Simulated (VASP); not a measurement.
# SiNi (Pmmn) in VASP: single point with PBE+D3(BJ)

Aim: the single point of SiNi with PBE+D3(BJ).

Everything below comes from runs of VASP 6.6.1. Logs are shortened: lines on timing, memory, paths and dates and some standing lists are left out, and cuts for length are marked.

**1. The cell of the first run**

Symmetry: Pmmn, No. 59, orthorhombic system. Conventional cell: a = 2.977 Å, b = 3.237 Å, c = 4.677 Å, α = 90.00°, β = 90.00°, γ = 90.00°. Within 3.1 Å of Si (site symmetry mm2) lie 6 Ni at 2.33 to 2.37 Å and 6 Si at 2.64 to 2.98 Å. Ni (site symmetry mm2) has 6 Si at 2.33 to 2.37 Å and 6 Ni at 2.64 to 2.98 Å within 3.1 Å.

**2. Single point, PBE+D3(BJ)**

Input file INCAR:

```
SYSTEM = SiNi
PREC = Accurate
ENCUT = 520
EDIFF = 1E-6
ISMEAR = 0
SIGMA = 0.1
LREAL = .False.
LASPH = .True.
NELM = 60
ALGO = Normal
ISIF = 2
LWAVE = .False.
LCHARG = .False.
GGA = PE
IVDW = 12
NBANDS = 22
```

Input file KPOINTS:

```
Automatic mesh
0
Gamma
  14 12 10
  0 0 0
```

Input file POSCAR:

```
SiNi
1.0
    2.9774483592      0.0000000000      0.0000000000
    0.0000000000      3.2372683356      0.0000000000
    0.0000000000      0.0000000000      4.6768451774
Si Ni
2 2
Direct
    0.5000000000      0.5000000000      0.8440676451
    0.0000000000      0.0000000000      0.1559323549
    0.5000000000      0.5000000000      0.3433358146
    0.0000000000      0.0000000000      0.6566641854
```

Potentials or basis: VASP PAW PBE potentials, release 64 (Si, Ni).

Run with:

```
cat potpaw_PBE.64/Si/POTCAR potpaw_PBE.64/Ni/POTCAR > POTCAR
mpirun -np 1 vasp_std > vasp.out
```

OUTCAR:

```text
SYSTEM = SiNi
   PREC = Accurate
   ENCUT = 520
   EDIFF = 1E-6
   ISMEAR = 0
   LREAL = .False.
   LASPH = .True.
   NELM = 60
   ISIF = 2
   GGA = PE
   IVDW = 12
 IVDW          = 12

 ion  position               nearest neighbor table
   1  0.500  0.500  0.844-   3 2.33   3 2.34   4 2.37   4 2.37   4 2.37   4 2.37   2 2.64   2 2.64
                             2 2.64   2 2.64
   2  0.000  0.000  0.156-   4 2.33   4 2.34   3 2.37   3 2.37   3 2.37   3 2.37   1 2.64   1 2.64
                             1 2.64   1 2.64
   3  0.500  0.500  0.343-   1 2.33   1 2.34   2 2.37   2 2.37   2 2.37   2 2.37   4 2.64   4 2.64
                             4 2.64   4 2.64
   4  0.000  0.000  0.657-   2 2.33   2 2.34   1 2.37   1 2.37   1 2.37   1 2.37   3 2.64   3 2.64
                             3 2.64   3 2.64

  LATTYP: Found a simple orthorhombic cell.
 ALAT       =     2.9774483592
 B/A-ratio  =     1.0872626306
 C/A-ratio  =     1.5707561016

  Lattice vectors:

 A1 = (   2.9774483592,   0.0000000000,   0.0000000000)
 A2 = (   0.0000000000,   3.2372683356,   0.0000000000)
 A3 = (   0.0000000000,   0.0000000000,   4.6768451774)

Analysis of symmetry for initial positions (statically):
=====================================================================
 Subroutine PRICEL returns:
 Original cell was already a primitive cell.

 Routine SETGRP: Setting up the symmetry group for a
 simple orthorhombic supercell.

 Subroutine GETGRP returns: Found  8 space group operations
 (whereof  4 operations were pure point group operations)
 out of a pool of  8 trial point group operations.

The static configuration has the point symmetry C_2v.
 The point group associated with its full space group is D_2h.

Analysis of symmetry for dynamics (positions and initial velocities):
=====================================================================
 Subroutine PRICEL returns:
 Original cell was already a primitive cell.

 Routine SETGRP: Setting up the symmetry group for a
 simple orthorhombic supercell.

 Subroutine GETGRP returns: Found  8 space group operations
 (whereof  4 operations were pure point group operations)
 out of a pool of  8 trial point group operations.

The dynamic configuration has the point symmetry C_2v.
 The point group associated with its full space group is D_2h.

 Subroutine INISYM returns: Found  8 space group operations
 (whereof  4 operations are pure point group operations),
 and found     1 'primitive' translations

----------------------------------------------------------------------------------------

                                     Primitive cell

  volume of cell :      45.0792

  direct lattice vectors                    reciprocal lattice vectors
     2.977448359  0.000000000  0.000000000     0.335858050  0.000000000  0.000000000
     0.000000000  3.237268336  0.000000000     0.000000000  0.308902413  0.000000000
     0.000000000  0.000000000  4.676845177     0.000000000  0.000000000  0.213819351

  length of vectors
     2.977448359  3.237268336  4.676845177     0.335858050  0.308902413  0.213819351

  position of ions in fractional coordinates (direct lattice)
     0.500000000  0.500000000  0.844067645
     0.000000000  0.000000000  0.155932355
     0.500000000  0.500000000  0.343335815
     0.000000000  0.000000000  0.656664185

  ion indices of the primitive-cell ions
   primitive index   ion index
                 1           1
                 2           2
                 3           3
                 4           4

----------------------------------------------------------------------------------------

 KPOINTS: Automatic mesh

Automatic generation of k-mesh.
 Grid dimensions read from file:
 generate k-points for:   14   12   10

 Generating k-lattice:

  Cartesian coordinates                     Fractional coordinates (reciprocal lattice)
     0.023989861  0.000000000  0.000000000     0.071428571  0.000000000  0.000000000
     0.000000000  0.025741868  0.000000000     0.000000000  0.083333333  0.000000000
     0.000000000  0.000000000  0.021381935     0.000000000  0.000000000  0.100000000

  Length of vectors
     0.023989861  0.025741868  0.021381935

  Shift w.r.t. Gamma in fractional coordinates (k-lattice)
     0.000000000  0.000000000  0.000000000

 Subroutine IBZKPT returns following result:
 ===========================================

 Found    336 irreducible k-points:

 Following reciprocal coordinates:
            Coordinates               Weight
  0.000000  0.000000  0.000000      1.000000
  0.071429  0.000000  0.000000      2.000000
  0.142857  0.000000  0.000000      2.000000
  0.214286  0.000000  0.000000      2.000000
  0.285714  0.000000  0.000000      2.000000
  0.357143  0.000000  0.000000      2.000000
[... 16 lines left out ...]
  0.428571  0.166667  0.000000      4.000000
  0.500000  0.166667  0.000000      2.000000
 [... further k-points ...]
   k-points           NKPTS =    336   k-points in BZ     NKDIM =    336   number of bands    NBANDS=     22
   number of dos      NEDOS =    301   number of ions     NIONS =      4
   total plane-waves  NPLWV =  20736
   dimension x,y,z NGX =    24 NGY =   24 NGZ =   36
   dimension x,y,z NGXF=    48 NGYF=   48 NGZF=   72
   ions per type =               2   2
   NGX,Y,Z   is equivalent  to a cutoff of  13.40, 12.32, 12.80 a.u.
   NGXF,Y,Z  is equivalent  to a cutoff of  26.80, 24.65, 25.59 a.u.
 SYSTEM =  SiNi
   PREC   = accura    normal or accurate (medium, high low for compatibility)
   ISTART =      0    job   : 0-new  1-cont  2-samecut
   ICHARG =      2    charge: 1-file 2-atom 10-const
   ISPIN  =      1    spin polarized calculation?
   LNONCOLLINEAR =      F non collinear calculations
   LSORBIT =      F    spin-orbit coupling
   LASPH  =      T    aspherical Exc in radial PAW
   ENCUT  =  520.0 eV  38.22 Ry    6.18 a.u.   5.54  6.02  8.70*2*pi/ulx,y,z
   NELM   =     60;   NELMIN=  2; NELMDL= -5     # of ELM steps
   EDIFF  = 0.1E-05   stopping-criterion for ELM
   LREAL  =      F    real-space projection
   EDIFFG = 0.1E-04   stopping-criterion for IOM
   NSW    =      0    number of steps for IOM
   IBRION =     -1    ionic relax: 0-MD 1-quasi-New 2-CG
   NFREE  =      0    steps in history (QN), initial steepest desc. (CG)
   ISIF   =      2    stress and relaxation
   ISYM   =      2    0-nonsym 1-usesym 2-fastsym
   POTIM  = 0.5000    time-step for ionic-motion
   TEBEG  =    0.0;   TEEND  =   0.0 temperature during run
   PSTRESS=    0.0 pullay stress
   NELECT =      28.0000    total number of electrons
   NUPDOWN=      -1.0000    fix difference up-down
   EMIN   =  10.00;   EMAX   =-10.00  energy-range for DOS
   EFERMI =   0.00;   METHOD = LEGACY
   ISMEAR =     0;   SIGMA  =   0.10  broadening in eV -4-tet -1-fermi 0-gaus
   EFERMI_NEDOS =   21; number of points for ismear=-14 and -15
   IALGO  =     38    algorithm
   IMIX   =      4    mixing-type and parameters
     AMIX     =   0.40;   BMIX     =  1.00
     AMIX_MAG =   1.60;   BMIX_MAG =  1.00
  volume/ion in A,a.u.               =      11.27        76.05
  Fermi-wavevector in a.u.,A,eV,Ry     =   1.396804  2.639577 26.545810  1.951062
  Thomas-Fermi vector in A             =   2.520123
   LORBIT       =      0    0 simple, 1 ext, 2 COOP (PROOUT), +10 PAW based schemes
   GGA     = PE    functional components
   LHFCALC =     F    Hartree Fock is set to
   AEXX    =    0.0000 exact exchange contribution
   IVDW    =    12    specifies the selected vdW correction
   LEPSILON=     F    determine dielectric tensor
   LRPA    =     F    only Hartree local field effects (RPA)
 non-spin polarized calculation
 Gauss-broadening in eV      SIGMA  =   0.10
  energy-cutoff  :      520.00
  volume of cell :       45.08
 maximum number of plane-waves:      1236
 NGX is ok and might be reduce to    24
   NGX = 11   NGY = 13   NGZ = 17

 number of electron      27.9999989 magnetization

 Free energy of the ion-electron system (eV)
  ---------------------------------------------------
  ext. energy  EPLUGINS =         0.00000000
  ---------------------------------------------------
  free energy    TOTEN  =       -23.57566056 eV

  energy without entropy =      -23.57010023  energy(sigma->0) =      -23.57288040

 E-fermi :  11.7542     XC(G=0): -12.6178

 val. band max:       11.7531401682   @ k =   0.2143   0.1667   0.4000
 cond. band min:      11.7677936744   @ k =   0.1429   0.1667   0.0000
 fundamental gap:      0.0146535063
 Fermi energy:        11.7541686512

 k-point     1 :       0.0000    0.0000    0.0000
  band No.  band energies     occupation
      1      -2.3928      2.00000
      2       3.4746      2.00000
      3       5.0897      2.00000
      4       7.4537      2.00000
      5       8.0642      2.00000
      6       8.6857      2.00000
[... 14 lines left out ...]
     21      19.9378      0.00000
     22      20.9431      0.00000

 k-point     2 :       0.0714    0.0000    0.0000
  band No.  band energies     occupation
      1      -2.3088      2.00000
      2       3.5374      2.00000
      3       5.1571      2.00000
      4       7.4313      2.00000
      5       8.0949      2.00000
      6       8.6399      2.00000
[... 14 lines left out ...]
     21      20.0324      0.00000
     22      20.9952      0.00000

 k-point     3 :       0.1429    0.0000    0.0000
  band No.  band energies     occupation
      1      -2.0576      2.00000
      2       3.7174      2.00000
      3       5.3551      2.00000
      4       7.2595      2.00000
      5       8.1822      2.00000
      6       8.4940      2.00000
[... 14 lines left out ...]
     21      20.3148      0.00000
     22      21.1215      0.00000

 k-point     4 :       0.2143    0.0000    0.0000
  band No.  band energies     occupation
      1      -1.6416      2.00000
      2       3.9761      2.00000
      3       5.6693      2.00000
      4       6.6754      2.00000
      5       8.2831      2.00000
      6       8.3033      2.00000
[... 14 lines left out ...]
     21      21.3055      0.00000
     22      21.3484      0.00000

 k-point     5 :       0.2857    0.0000    0.0000
  band No.  band energies     occupation
      1      -1.0655      2.00000
      2       4.1412      2.00000
      3       5.8605      2.00000
      4       6.0682      2.00000
      5       8.1046      2.00000
      6       8.2735      2.00000
[... 14 lines left out ...]
     21      21.4278      0.00000
     22      21.4413      0.00000

 k-point     6 :       0.3571    0.0000    0.0000
  band No.  band energies     occupation
      1      -0.3358      2.00000
      2       3.6464      2.00000
      3       5.6515      2.00000
      4       6.4816      2.00000
      5       7.9755      2.00000
      6       8.1399      2.00000
[... 14 lines left out ...]
     21      20.2711      0.00000
     22      21.7765      0.00000

 k-point     7 :       0.4286    0.0000    0.0000
  band No.  band energies     occupation
      1       0.5366      2.00000
      2       2.6137      2.00000
      3       6.0466      2.00000
      4       6.7274      2.00000
      5       7.8972      2.00000
      6       7.9086      2.00000
[... 324 lines left out ...]
      6       8.0654      2.00000
[... 14 lines left out ...]
     21      18.6702      0.00000
     22      22.1885      0.00000

 k-point    21 :       0.2857    0.1667    0.0000
  band No.  band energies     occupation
      1      -0.6984      2.00000
      2       4.2725      2.00000
      3       6.0537      2.00000
      4       6.3213      2.00000
      5       7.5271      2.00000
      6       7.8388      2.00000
[... 14 lines left out ...]
     21      18.9577      0.00000
     22      22.8374      0.00000

 k-point    22 :       0.3571    0.1667    0.0000
  band No.  band energies     occupation
      1       0.0204      2.00000
      2       3.8638      2.00000
      3       5.7966      2.00000
      4       6.7072      2.00000
      5       7.5330      2.00000
      6       7.5586      2.00000
[... 14 lines left out ...]
     21      19.4347      0.00000
     22      21.7403      0.00000

 k-point    23 :       0.4286    0.1667    0.0000
  band No.  band energies     occupation
      1       0.8779      2.00000
      2       2.8987      2.00000
      3       6.1383      2.00000
      4       6.9902      2.00000
      5       7.2149      2.00000
      6       7.4518      2.00000
[... 14 lines left out ...]
     21      19.9454      0.00000
     22      20.9338      0.00000

 k-point    24 :       0.5000    0.1667    0.0000
  band No.  band energies     occupation
      1       1.8529      2.00000
      2       1.8529      2.00000
      3       6.6383      2.00000
      4       6.6383      2.00000
      5       7.3077      2.00000
      6       7.3077      2.00000
[... 14 lines left out ...]
     21      20.4880      0.00000
     22      20.4880      0.00000

 [... further k-points ...]

------------------------ aborting loop because EDIFF is reached ----------------------------------------

 Edisp (eV)   -1.99705

 E8    (eV) :    -0.8401

  FORCE on cell =-STRESS in cart. coord.  units (eV):
  Direction    XX          YY          ZZ          XY          YZ          ZX
  --------------------------------------------------------------------------------------
  -------------------------------------------------------------------------------------
  Total      -0.00294     0.00802     0.06046     0.00000     0.00000     0.00000
  in kB      -0.10451     0.28497     2.14901     0.00000     0.00000     0.00000
  external pressure =        0.78 kB  Pullay stress =        0.00 kB

 VOLUME and BASIS-vectors are now :
 -----------------------------------------------------------------------------
  energy-cutoff  :      520.00
  volume of cell :       45.08
      direct lattice vectors                 reciprocal lattice vectors
     2.977448359  0.000000000  0.000000000     0.335858050  0.000000000  0.000000000
     0.000000000  3.237268336  0.000000000     0.000000000  0.308902413  0.000000000
     0.000000000  0.000000000  4.676845177     0.000000000  0.000000000  0.213819351

 POSITION                                       TOTAL-FORCE (eV/Angst)
 -----------------------------------------------------------------------------------
      1.48872      1.61863      3.94757         0.000000      0.000000     -0.000367
      0.00000      0.00000      0.72927         0.000000      0.000000      0.000367
      1.48872      1.61863      1.60573         0.000000      0.000000      0.010075
      0.00000      0.00000      3.07112         0.000000      0.000000     -0.010075
 -----------------------------------------------------------------------------------
    total drift:                                0.000000      0.000000      0.000000

  FREE ENERGIE OF THE ION-ELECTRON SYSTEM (eV)
  ---------------------------------------------------
  free  energy   TOTEN  =       -25.5727125706 eV

  energy  without entropy=      -25.5671522465  energy(sigma->0) =      -25.56993241
```

Run time: 7.5 min. Hardware: 1 thread of Intel Xeon 8259CL, shared host; peak memory 0.4 GiB.

What came out:

```
Free energy                : -25.5727 eV
Pressure                   : 0.1 GPa
Largest force              : 0.010 eV/Å
Band gap on the k mesh     : zero (bands 14 and 15 overlap by 2.39 eV)
Dispersion energy per atom : -0.499 eV
```

Forces on the atoms (eV/Å):
```
Si   0.000  0.000  0.000
Si   0.000  0.000  0.000
Ni   0.000  0.000  0.010
Ni   0.000  0.000 -0.010
```

Stress tensor (GPa, compression positive):
```
-0.01  0.00  0.00
 0.00  0.03  0.00
 0.00  0.00  0.21
```
